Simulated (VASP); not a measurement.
# BaZrO3 (Pm-3m) in VASP: a series of runs

BaZrO3 is run at these levels: PBEsol; tasks: single point.

Program: VASP 6.6.1. These are calculated values, not measurements. Logs are shortened: lines on timing, memory, paths and dates and some standing lists are left out, and cuts for length are marked.

## Step 1: The cell of the first run

Symmetry: Pm-3m, No. 221, cubic system. The conventional cell has a = 4.181 Å, b = 4.181 Å, c = 4.181 Å, α = 90.00°, β = 90.00°, γ = 90.00°. Ba (site symmetry m-3m) has 12 O at 2.96 Å and 8 Zr at 3.62 Å within 3.9 Å. Within 2.8 Å of Zr (site symmetry m-3m) lie 6 O at 2.09 Å. O (site symmetry 4/mmm) has 2 Zr at 2.09 Å within 2.8 Å.

## Step 2: Single point, PBEsol

The input, INCAR:

```
  PREC = Accurate
  ENCUT = 520
  EDIFF = 1E-6
  ISMEAR = 0
  SIGMA = 0.01
  LREAL = F
  LASPH = T
  NELM = 80
  ALGO = Normal
  ISIF = 2
  LWAVE = F
  LCHARG = F
  GGA = PS
  NBANDS = 28
```

The input, KPOINTS:

```
regular mesh
0
Gamma
  6 6 6
```

The input, POSCAR:

```
BaZrO3
1.0
    4.1806150123      0.0000000000      0.0000000000
    0.0000000000      4.1806150123      0.0000000000
    0.0000000000      0.0000000000      4.1806150123
Ba Zr O
1 1 3
Direct
    0.0000000000      0.0000000000      0.0000000000
    0.5000000000      0.5000000000      0.5000000000
    0.0000000000      0.5000000000      0.5000000000
    0.5000000000      0.0000000000      0.5000000000
    0.5000000000      0.5000000000      0.0000000000
```

Potentials or basis: VASP PAW PBE potentials, release 64 (Ba_sv, Zr_sv, O).

Run with:

```sh
> cat potpaw_PBE.64/Ba_sv/POTCAR potpaw_PBE.64/Zr_sv/POTCAR potpaw_PBE.64/O/POTCAR > POTCAR
> mpirun -np 1 vasp_std > vasp.out
```

OUTCAR:

```text
PREC = Accurate
   ENCUT = 520
   EDIFF = 1E-6
   ISMEAR = 0
   LREAL = F
   LASPH = T
   NELM = 80
   ISIF = 2
   GGA = PS

 ion  position               nearest neighbor table
   1  0.000  0.000  0.000-   3 2.96   4 2.96   5 2.96   3 2.96   4 2.96   3 2.96   5 2.96   3 2.96
                             4 2.96   5 2.96   4 2.96   5 2.96   2 3.62   2 3.62   2 3.62   2 3.62
   2  0.500  0.500  0.500-   3 2.09   4 2.09   5 2.09   5 2.09   4 2.09   3 2.09   1 3.62   1 3.62
                             1 3.62   1 3.62   1 3.62   1 3.62   1 3.62   1 3.62
   3  0.000  0.500  0.500-   2 2.09   2 2.09   1 2.96   1 2.96   1 2.96   1 2.96
   4  0.500  0.000  0.500-   2 2.09   2 2.09   1 2.96   1 2.96   1 2.96   1 2.96
   5  0.500  0.500  0.000-   2 2.09   2 2.09   1 2.96   1 2.96   1 2.96   1 2.96

  LATTYP: Found a simple cubic cell.
 ALAT       =     4.1806150123

  Lattice vectors:

 A1 = (   4.1806150123,   0.0000000000,   0.0000000000)
 A2 = (   0.0000000000,   4.1806150123,   0.0000000000)
 A3 = (   0.0000000000,   0.0000000000,   4.1806150123)

Analysis of symmetry for initial positions (statically):
=====================================================================
 Subroutine PRICEL returns:
 Original cell was already a primitive cell.

 Routine SETGRP: Setting up the symmetry group for a
 simple cubic supercell.

 Subroutine GETGRP returns: Found 48 space group operations
 (whereof 48 operations were pure point group operations)
 out of a pool of 48 trial point group operations.

The static configuration has the point symmetry O_h .

Analysis of symmetry for dynamics (positions and initial velocities):
=====================================================================
 Subroutine PRICEL returns:
 Original cell was already a primitive cell.

 Routine SETGRP: Setting up the symmetry group for a
 simple cubic supercell.

 Subroutine GETGRP returns: Found 48 space group operations
 (whereof 48 operations were pure point group operations)
 out of a pool of 48 trial point group operations.

The dynamic configuration has the point symmetry O_h .

 Subroutine INISYM returns: Found 48 space group operations
 (whereof 48 operations are pure point group operations),
 and found     1 'primitive' translations

----------------------------------------------------------------------------------------

                                     Primitive cell

  volume of cell :      73.0669

  direct lattice vectors                    reciprocal lattice vectors
     4.180615012  0.000000000  0.000000000     0.239199256  0.000000000  0.000000000
     0.000000000  4.180615012  0.000000000     0.000000000  0.239199256  0.000000000
     0.000000000  0.000000000  4.180615012     0.000000000  0.000000000  0.239199256

  length of vectors
     4.180615012  4.180615012  4.180615012     0.239199256  0.239199256  0.239199256

  position of ions in fractional coordinates (direct lattice)
     0.000000000  0.000000000  0.000000000
     0.500000000  0.500000000  0.500000000
     0.000000000  0.500000000  0.500000000
     0.500000000  0.000000000  0.500000000
     0.500000000  0.500000000  0.000000000

  ion indices of the primitive-cell ions
   primitive index   ion index
                 1           1
                 2           2
                 3           3
                 4           4
                 5           5

----------------------------------------------------------------------------------------

 KPOINTS: regular mesh

Automatic generation of k-mesh.
 Grid dimensions read from file:
 generate k-points for:    6    6    6

 Generating k-lattice:

  Cartesian coordinates                     Fractional coordinates (reciprocal lattice)
     0.039866543  0.000000000  0.000000000     0.166666667  0.000000000  0.000000000
     0.000000000  0.039866543  0.000000000     0.000000000  0.166666667  0.000000000
     0.000000000  0.000000000  0.039866543     0.000000000  0.000000000  0.166666667

  Length of vectors
     0.039866543  0.039866543  0.039866543

  Shift w.r.t. Gamma in fractional coordinates (k-lattice)
     0.000000000  0.000000000  0.000000000

 Subroutine IBZKPT returns following result:
 ===========================================

 Found     20 irreducible k-points:

 Following reciprocal coordinates:
            Coordinates               Weight
  0.000000  0.000000  0.000000      1.000000
  0.166667  0.000000  0.000000      6.000000
  0.333333  0.000000  0.000000      6.000000
  0.500000  0.000000  0.000000      3.000000
  0.166667  0.166667  0.000000     12.000000
  0.333333  0.166667  0.000000     24.000000
[... 12 lines left out ...]
  0.500000  0.500000  0.333333      6.000000
  0.500000  0.500000  0.500000      1.000000
   k-points           NKPTS =     20   k-points in BZ     NKDIM =     20   number of bands    NBANDS=     28
   number of dos      NEDOS =    301   number of ions     NIONS =      5
   total plane-waves  NPLWV =  32768
   dimension x,y,z NGX =    32 NGY =   32 NGZ =   32
   dimension x,y,z NGXF=    64 NGYF=   64 NGZF=   64
   ions per type =               1   1   3
   NGX,Y,Z   is equivalent  to a cutoff of  12.73, 12.73, 12.73 a.u.
   NGXF,Y,Z  is equivalent  to a cutoff of  25.45, 25.45, 25.45 a.u.
 SYSTEM =  unknown system
   PREC   = accura    normal or accurate (medium, high low for compatibility)
   ISTART =      0    job   : 0-new  1-cont  2-samecut
   ICHARG =      2    charge: 1-file 2-atom 10-const
   ISPIN  =      1    spin polarized calculation?
   LNONCOLLINEAR =      F non collinear calculations
   LSORBIT =      F    spin-orbit coupling
   LASPH  =      T    aspherical Exc in radial PAW
   ENCUT  =  520.0 eV  38.22 Ry    6.18 a.u.   7.77  7.77  7.77*2*pi/ulx,y,z
   NELM   =     80;   NELMIN=  2; NELMDL= -5     # of ELM steps
   EDIFF  = 0.1E-05   stopping-criterion for ELM
   LREAL  =      F    real-space projection
   EDIFFG = 0.1E-04   stopping-criterion for IOM
   NSW    =      0    number of steps for IOM
   IBRION =     -1    ionic relax: 0-MD 1-quasi-New 2-CG
   NFREE  =      0    steps in history (QN), initial steepest desc. (CG)
   ISIF   =      2    stress and relaxation
   ISYM   =      2    0-nonsym 1-usesym 2-fastsym
   POTIM  = 0.5000    time-step for ionic-motion
   TEBEG  =    0.0;   TEEND  =   0.0 temperature during run
   PSTRESS=    0.0 pullay stress
   NELECT =      40.0000    total number of electrons
   NUPDOWN=      -1.0000    fix difference up-down
   EMIN   =  10.00;   EMAX   =-10.00  energy-range for DOS
   EFERMI =   0.00;   METHOD = LEGACY
   ISMEAR =     0;   SIGMA  =   0.01  broadening in eV -4-tet -1-fermi 0-gaus
   EFERMI_NEDOS =   21; number of points for ismear=-14 and -15
   IALGO  =     38    algorithm
   IMIX   =      4    mixing-type and parameters
     AMIX     =   0.40;   BMIX     =  1.00
     AMIX_MAG =   1.60;   BMIX_MAG =  1.00
  volume/ion in A,a.u.               =      14.61        98.62
  Fermi-wavevector in a.u.,A,eV,Ry     =   1.339228  2.530775 24.402494  1.793533
  Thomas-Fermi vector in A             =   2.467637
   LORBIT       =      0    0 simple, 1 ext, 2 COOP (PROOUT), +10 PAW based schemes
   GGA     = PS    functional components
   LHFCALC =     F    Hartree Fock is set to
   AEXX    =    0.0000 exact exchange contribution
   IVDW    =     0    specifies the selected vdW correction
   LEPSILON=     F    determine dielectric tensor
   LRPA    =     F    only Hartree local field effects (RPA)
 non-spin polarized calculation
 Gauss-broadening in eV      SIGMA  =   0.01
  energy-cutoff  :      520.00
  volume of cell :       73.07
 maximum number of plane-waves:      1984
 NGX is ok and might be reduce to    32
   NGX = 15   NGY = 15   NGZ = 15

 number of electron      40.0000005 magnetization

 Free energy of the ion-electron system (eV)
  ---------------------------------------------------
  ext. energy  EPLUGINS =         0.00000000
  ---------------------------------------------------
  free energy    TOTEN  =       -43.62066883 eV

  energy without entropy =      -43.62066883  energy(sigma->0) =      -43.62066883

 E-fermi :   3.7549     XC(G=0): -11.0608

 val. band max:        3.6894629294   @ k =   0.5000   0.5000   0.5000
 cond. band min:       6.8117964828   @ k =   0.0000   0.0000   0.0000
 fundamental gap:      3.1223335533
 Fermi energy:         3.7548763714

 k-point     1 :       0.0000    0.0000    0.0000
  band No.  band energies     occupation
      1     -43.1379      2.00000
      2     -21.5285      2.00000
      3     -21.3588      2.00000
      4     -21.3588      2.00000
      5     -21.3588      2.00000
      6     -12.6130      2.00000
[... 20 lines left out ...]
     27      11.2376      0.00000
     28      11.2376      0.00000

 k-point     2 :       0.1667    0.0000    0.0000
  band No.  band energies     occupation
      1     -43.1370      2.00000
      2     -21.6016      2.00000
      3     -21.3570      2.00000
      4     -21.3570      2.00000
      5     -21.3368      2.00000
      6     -12.6227      2.00000
[... 20 lines left out ...]
     27      11.2388      0.00000
     28      11.9096      0.00000

 k-point     3 :       0.3333    0.0000    0.0000
  band No.  band energies     occupation
      1     -43.1352      2.00000
      2     -21.7328      2.00000
      3     -21.3532      2.00000
      4     -21.3532      2.00000
      5     -21.3018      2.00000
      6     -12.7363      2.00000
[... 20 lines left out ...]
     27      11.2866      0.00000
     28      11.4837      0.00000

 k-point     4 :       0.5000    0.0000    0.0000
  band No.  band energies     occupation
      1     -43.1343      2.00000
      2     -21.7944      2.00000
      3     -21.3514      2.00000
      4     -21.3514      2.00000
      5     -21.2857      2.00000
      6     -12.8002      2.00000
[... 454 lines left out ...]
     27      11.9674      0.00000
     28      12.6794      0.00000

 k-point    19 :       0.5000    0.5000    0.3333
  band No.  band energies     occupation
      1     -43.1281      2.00000
      2     -21.6075      2.00000
      3     -21.6075      2.00000
      4     -21.5426      2.00000
      5     -21.3994      2.00000
      6     -11.6433      2.00000
[... 20 lines left out ...]
     27      12.2384      0.00000
     28      13.0314      0.00000

 k-point    20 :       0.5000    0.5000    0.5000
  band No.  band energies     occupation
      1     -43.1272      2.00000
      2     -21.6048      2.00000
      3     -21.6048      2.00000
      4     -21.6048      2.00000
      5     -21.3897      2.00000
      6     -11.3452      2.00000
[... 20 lines left out ...]
     27      12.9050      0.00000
     28      12.9050      0.00000

------------------------ aborting loop because EDIFF is reached ----------------------------------------

  FORCE on cell =-STRESS in cart. coord.  units (eV):
  Direction    XX          YY          ZZ          XY          YZ          ZX
  --------------------------------------------------------------------------------------
  -------------------------------------------------------------------------------------
  Total        0.5355790      0.5355790      0.5355790      0.0000000      0.0000000     -0.0000000
  in kB       11.7439343     11.7439343     11.7439343      0.0000000      0.0000000     -0.0000000
  external PRESSURE =      11.7439343 kB  Pullay stress =       0.0000000 kB

 VOLUME and BASIS-vectors are now :
 -----------------------------------------------------------------------------
  energy-cutoff  :      520.00
  volume of cell :       73.07
      direct lattice vectors                 reciprocal lattice vectors
     4.180615012  0.000000000  0.000000000     0.239199256  0.000000000  0.000000000
     0.000000000  4.180615012  0.000000000     0.000000000  0.239199256  0.000000000
     0.000000000  0.000000000  4.180615012     0.000000000  0.000000000  0.239199256

 POSITION                                       TOTAL-FORCE (eV/Angst)
 -----------------------------------------------------------------------------------
      0.00000      0.00000      0.00000         0.000000      0.000000      0.000000
      2.09031      2.09031      2.09031         0.000000      0.000000      0.000000
      0.00000      2.09031      2.09031         0.000000      0.000000      0.000000
      2.09031      0.00000      2.09031         0.000000      0.000000      0.000000
      2.09031      2.09031      0.00000         0.000000      0.000000      0.000000
 -----------------------------------------------------------------------------------
    total drift:                                0.000000     -0.000000     -0.000000

  FREE ENERGIE OF THE ION-ELECTRON SYSTEM (eV)
  ---------------------------------------------------
  free  energy   TOTEN  =       -43.6206688273 eV

  energy  without entropy=      -43.6206688273  energy(sigma->0) =      -43.62066883
```

Wall time 47 s (1 thread of Intel Xeon 8259CL, shared host); peak memory 0.2 GiB.

Results:

| Quantity | Value |
| --- | --- |
| Free energy | -43.6207 eV |
| Pressure | 1.2 GPa |
| Band gap on the k mesh | 3.12 eV, indirect (least direct gap 3.33 eV) |

Caveat: the PAW data sets were made with another functional, which shifts forces and pressure a little; spin-orbit coupling is left out, which moves the levels of the heavy elements.

## Step 3: Single point, PBEsol

The input, INCAR:

```
SYSTEM = BaZrO3
ALGO = Normal
EDIFF = 1E-7
ENCUT = 520
GGA = PS
ISIF = 2
ISMEAR = 0
LASPH = .TRUE.
LCHARG = .FALSE.
LREAL = .FALSE.
LWAVE = .FALSE.
NBANDS = 28
NELM = 60
PREC = Accurate
SIGMA = 0.01
```

The input, KPOINTS:

```
k-points
0
G
  6 6 6
  0 0 0
```

POSCAR is that of step 2.

Potentials or basis: VASP PAW PBE potentials, release 64 (Ba_sv, Zr_sv, O).

Run with:

```sh
> cat potpaw_PBE.64/Ba_sv/POTCAR potpaw_PBE.64/Zr_sv/POTCAR potpaw_PBE.64/O/POTCAR > POTCAR
> mpirun -np 1 vasp_std > vasp.out
```

It took 57 s on 1 thread of Intel Xeon 8259CL, shared host; peak memory 0.2 GiB.

Results (log left out):

* Free energy: -43.6207 eV
* Pressure: 1.2 GPa
* Band gap on the k mesh: 3.12 eV, indirect (least direct gap 3.33 eV)

Levels at points of the mesh, in eV from the valence-band top:
```
           k point  band 18  band 19  band 20  band 21  band 22  band 23
(0.00, 0.00, 0.00)    -0.21    -0.21    -0.21     3.12     3.12     3.12
(0.50, 0.00, 0.00)    -1.74    -0.44    -0.44     3.59     5.74     5.74
(0.50, 0.50, 0.00)    -0.94    -0.77    -0.08     5.70     5.70     6.46
(0.50, 0.50, 0.50)     0.00     0.00     0.00     5.93     5.93     5.93
```

Caveat: the PAW data sets were made with another functional, which shifts forces and pressure a little; spin-orbit coupling is left out, which moves the levels of the heavy elements.
